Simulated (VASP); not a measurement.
# BiAu (Fm-3m) in VASP: further runs, part 2 of 2

VASP 6.6.1.

### 4 Single point, r2SCAN (25.43 Å³/atom)

This run uses another cell than the first one, of 25.43 Å³/atom.

POSCAR

```
BiAu
1.0
    0.0000000000      2.9407647972      2.9407647972
    2.9407647972      0.0000000000      2.9407647972
    2.9407647972      2.9407647972      0.0000000000
Au Bi
1 1
Direct
    0.5000000000      0.5000000000      0.5000000000
    0.0000000000      0.0000000000      0.0000000000
```

INCAR.step1

```
SYSTEM = BiAu
  PREC = Accurate
  ENCUT = 520
  ISMEAR = 0
  SIGMA = 0.05
  LREAL = .FALSE.
  LASPH = .TRUE.
  NELM = 100
  NBANDS = 20
  GGA = PE
  ALGO = Normal
  EDIFF = 1E-4
  LWAVE = .TRUE.
  LCHARG = .FALSE.
```

INCAR.step2

```
SYSTEM = BiAu
  PREC = Accurate
  ENCUT = 520
  EDIFF = 1E-6
  ISMEAR = 0
  SIGMA = 0.05
  LREAL = .FALSE.
  LASPH = .TRUE.
  NELM = 100
  ALGO = Normal
  ISIF = 2
  LWAVE = .FALSE.
  LCHARG = .FALSE.
  METAGGA = R2SCAN
  LMIXTAU = .TRUE.
  NBANDS = 20
  ISTART = 1
```

KPOINTS

```
regular mesh
0
G
  10 10 10
  0 0 0
```

Potentials or basis: VASP PAW PBE potentials, release 64 (Au, Bi_d).

Command:

```bash
$ cat potpaw_PBE.64/Au/POTCAR potpaw_PBE.64/Bi_d/POTCAR > POTCAR
$ cp INCAR.step1 INCAR
$ mpirun -np 1 vasp_std > vasp.out
$ cp INCAR.step2 INCAR
$ mpirun -np 1 vasp_std > vasp.out
```

OUTCAR:

```text
SYSTEM = BiAu
   PREC = Accurate
   ENCUT = 520
   EDIFF = 1E-6
   ISMEAR = 0
   LREAL = .FALSE.
   LASPH = .TRUE.
   NELM = 100
   ISIF = 2
   METAGGA = R2SCAN
   ISTART = 1

 ion  position               nearest neighbor table
   1  0.500  0.500  0.500-   2 2.94   2 2.94   2 2.94   2 2.94   2 2.94   2 2.94
   2  0.000  0.000  0.000-   1 2.94   1 2.94   1 2.94   1 2.94   1 2.94   1 2.94

  LATTYP: Found a face centered cubic cell.
 ALAT       =     5.8815295944

  Lattice vectors:

 A1 = (   0.0000000000,   2.9407647972,   2.9407647972)
 A2 = (   2.9407647972,   0.0000000000,   2.9407647972)
 A3 = (   2.9407647972,   2.9407647972,   0.0000000000)

Analysis of symmetry for initial positions (statically):
=====================================================================
 Subroutine PRICEL returns:
 Original cell was already a primitive cell.

 Routine SETGRP: Setting up the symmetry group for a
 face centered cubic supercell.

 Subroutine GETGRP returns: Found 48 space group operations
 (whereof 48 operations were pure point group operations)
 out of a pool of 48 trial point group operations.

The static configuration has the point symmetry O_h .

Analysis of symmetry for dynamics (positions and initial velocities):
=====================================================================
 Subroutine PRICEL returns:
 Original cell was already a primitive cell.

 Routine SETGRP: Setting up the symmetry group for a
 face centered cubic supercell.

 Subroutine GETGRP returns: Found 48 space group operations
 (whereof 48 operations were pure point group operations)
 out of a pool of 48 trial point group operations.

The dynamic configuration has the point symmetry O_h .

 Subroutine INISYM returns: Found 48 space group operations
 (whereof 48 operations are pure point group operations),
 and found     1 'primitive' translations

----------------------------------------------------------------------------------------

[... 104 lines left out ...]
   NUPDOWN=      -1.0000    fix difference up-down
   EMIN   =  10.00;   EMAX   =-10.00  energy-range for DOS
   EFERMI =   0.00;   METHOD = LEGACY
   ISMEAR =     0;   SIGMA  =   0.05  broadening in eV -4-tet -1-fermi 0-gaus
   EFERMI_NEDOS =   21; number of points for ismear=-14 and -15
   IALGO  =     38    algorithm
   IMIX   =      4    mixing-type and parameters
     AMIX     =   0.40;   BMIX     =  1.00
     AMIX_MAG =   1.60;   BMIX_MAG =  1.00
  volume/ion in A,a.u.               =      25.43       171.62
  Fermi-wavevector in a.u.,A,eV,Ry     =   1.308968  2.473591 23.312180  1.713397
  Thomas-Fermi vector in A             =   2.439599
   LORBIT       =      0    0 simple, 1 ext, 2 COOP (PROOUT), +10 PAW based schemes
   METAGGA = R2SCAN    functional components
   LHFCALC =     F    Hartree Fock is set to
   AEXX    =    0.0000 exact exchange contribution
   IVDW    =     0    specifies the selected vdW correction
   LEPSILON=     F    determine dielectric tensor
   LRPA    =     F    only Hartree local field effects (RPA)
 non-spin polarized calculation
 Gauss-broadening in eV      SIGMA  =   0.05
  energy-cutoff  :      520.00
  volume of cell :       50.86
 maximum number of plane-waves:      1387
   NGX = 15   NGY = 15   NGZ = 15

 number of electron      26.0000000 magnetization

 Free energy of the ion-electron system (eV)
  ---------------------------------------------------
  ext. energy  EPLUGINS =         0.00000000
  ---------------------------------------------------
  free energy    TOTEN  =      -109.05198554 eV

  energy without entropy =     -109.05024091  energy(sigma->0) =     -109.05111322

 E-fermi :   7.6314     XC(G=0): -11.5659

 val. band max:        7.4726179688   @ k =   0.5000   0.3000   0.1000
 cond. band min:       7.6321990214   @ k =   0.3000   0.2000   0.1000
 fundamental gap:      0.1595810526
 Fermi energy:         7.6314293155

 k-point     1 :       0.0000    0.0000    0.0000
  band No.  band energies     occupation
      1     -16.0532      2.00000
      2     -16.0532      2.00000
      3     -16.0213      2.00000
      4     -16.0213      2.00000
      5     -16.0213      2.00000
      6      -5.4795      2.00000
[... 541 lines left out ...]
     19      19.6789      0.00000
     20      21.3087      0.00000

 [... further k-points ...]
[... 5 lines left out ...]
  --------------------------------------------------------------------------------------
  -------------------------------------------------------------------------------------
  Total        0.0114189      0.0114189      0.0114189      0.0000000      0.0000000      0.0000000
  in kB        0.3596849      0.3596849      0.3596849      0.0000000      0.0000000      0.0000000
  external PRESSURE =       0.3596849 kB  Pullay stress =       0.0000000 kB

 VOLUME and BASIS-vectors are now :
 -----------------------------------------------------------------------------
  energy-cutoff  :      520.00
  volume of cell :       50.86
      direct lattice vectors                 reciprocal lattice vectors
     0.000000000  2.940764797  2.940764797    -0.170023798  0.170023798  0.170023798
     2.940764797  0.000000000  2.940764797     0.170023798 -0.170023798  0.170023798
     2.940764797  2.940764797  0.000000000     0.170023798  0.170023798 -0.170023798

 POSITION                                       TOTAL-FORCE (eV/Angst)
 -----------------------------------------------------------------------------------
      2.94076      2.94076      2.94076         0.000000      0.000000     -0.000000
      0.00000      0.00000      0.00000         0.000000      0.000000      0.000000
 -----------------------------------------------------------------------------------
    total drift:                                0.000000     -0.000000     -0.000000

  FREE ENERGIE OF THE ION-ELECTRON SYSTEM (eV)
  ---------------------------------------------------
  free  energy   TOTEN  =      -109.0519855359 eV

  energy  without entropy=     -109.0502409063  energy(sigma->0) =     -109.05111322
```

OUTCAR.step1:

```text
SYSTEM = BiAu
   PREC = Accurate
   ENCUT = 520
   ISMEAR = 0
   LREAL = .FALSE.
   LASPH = .TRUE.
[... 773 lines left out ...]
      2.94076      2.94076      2.94076        -0.000000      0.000000      0.000000
      0.00000      0.00000      0.00000         0.000000      0.000000     -0.000000
 -----------------------------------------------------------------------------------
    total drift:                                0.000000     -0.000000     -0.000000

  FREE ENERGIE OF THE ION-ELECTRON SYSTEM (eV)
  ---------------------------------------------------
  free  energy   TOTEN  =        -7.1261745251 eV

  energy  without entropy=       -7.1250184238  energy(sigma->0) =       -7.12559647
```

Run time: 2.8 min. Hardware: 1 thread of Intel Xeon 8259CL, shared host; peak memory 0.22 GiB.

Results:

* Free energy: -109.0520 eV
* Pressure: 0.0 GPa
* Band gap on the k mesh: zero (bands 13 and 14 overlap by 5.33 eV)

Caveat: the PAW data sets were made with another functional, which shifts forces and pressure a little; spin-orbit coupling is left out, which moves the levels of the heavy elements.

### 5 Single point, r2SCAN

This run uses another cell than the first one, of 25.43 Å³/atom.

POSCAR is that of step 4.

INCAR.step1

```
  PREC = Accurate
  ENCUT = 520
  ISMEAR = 0
  SIGMA = 0.05
  LREAL = F
  LASPH = T
  NELM = 80
  NBANDS = 20
  GGA = PE
  ALGO = Normal
  EDIFF = 1E-4
  LWAVE = T
  LCHARG = F
```

INCAR.step2

```
  PREC = Accurate
  ENCUT = 520
  EDIFF = 1E-6
  ISMEAR = 0
  SIGMA = 0.05
  LREAL = F
  LASPH = T
  NELM = 80
  ALGO = Normal
  ISIF = 2
  LWAVE = F
  LCHARG = T
  METAGGA = R2SCAN
  LMIXTAU = T
  LELF = T
  LVHAR = T
  NBANDS = 20
  ISTART = 1
```

KPOINTS

```
regular mesh
0
Gamma
  10 10 10
```

Command:

```bash
$ cat potpaw_PBE.64/Au/POTCAR potpaw_PBE.64/Bi_d/POTCAR > POTCAR
$ cp INCAR.step1 INCAR
$ mpirun -np 1 vasp_std > vasp.out
$ cp INCAR.step2 INCAR
$ mpirun -np 1 vasp_std > vasp.out
```

Wall time 2.5 min (1 thread of Intel Xeon 8259CL, shared host); peak memory 0.22 GiB.

The run converged. Its results:

- Free energy: -109.0520 eV
- Pressure: 0.0 GPa
- Band gap on the k mesh: zero (bands 13 and 14 overlap by 5.33 eV)

Levels at points of the mesh, in eV from the Fermi level:
```
           k point  band 10  band 11  band 12  band 13  band 14  band 15  band 16  band 17
(0.00, 0.00, 0.00)    -4.62    -4.62     0.98     0.98     0.98     1.19     8.01     9.14
(0.50, 0.00, 0.00)    -4.36    -4.36    -3.90     3.08     3.08     3.63     5.32     5.32
(0.50, 0.50, 0.00)    -4.19    -4.19    -3.41    -1.51    -1.51    -1.34     6.42    11.92
```

Caveat: the PAW data sets were made with another functional, which shifts forces and pressure a little; spin-orbit coupling is left out, which moves the levels of the heavy elements.

### 6 Summary

| cell | gap on the mesh (eV) | pressure (GPa) |
| --- | --- | --- |
| a = 4.103 Å, angles 60.0°, 2 atoms | none | 3.7 |
| a = 4.131 Å, angles 60.0°, 2 atoms | none | 1.8 |
| a = 4.159 Å, angles 60.0°, 2 atoms | none | 0.0 |

Alike in all rows: task single point; level r2SCAN; potentials or basis VASP PAW PBE potentials, release 64 (Au, Bi_d); no spin polarisation; k mesh 10 × 10 × 10; cutoff (eV) 520; smearing gaussian 0.05 eV.

Caveats: the PAW data sets were made with another functional, which shifts forces and pressure a little; spin-orbit coupling is left out, which moves the levels of the heavy elements; the cell stands under pressure (at least some runs).

Absolute energies hang on the potentials; compare differences alone.

The gap in the log of VASP goes by the Fermi energy; the results here count the filled bands.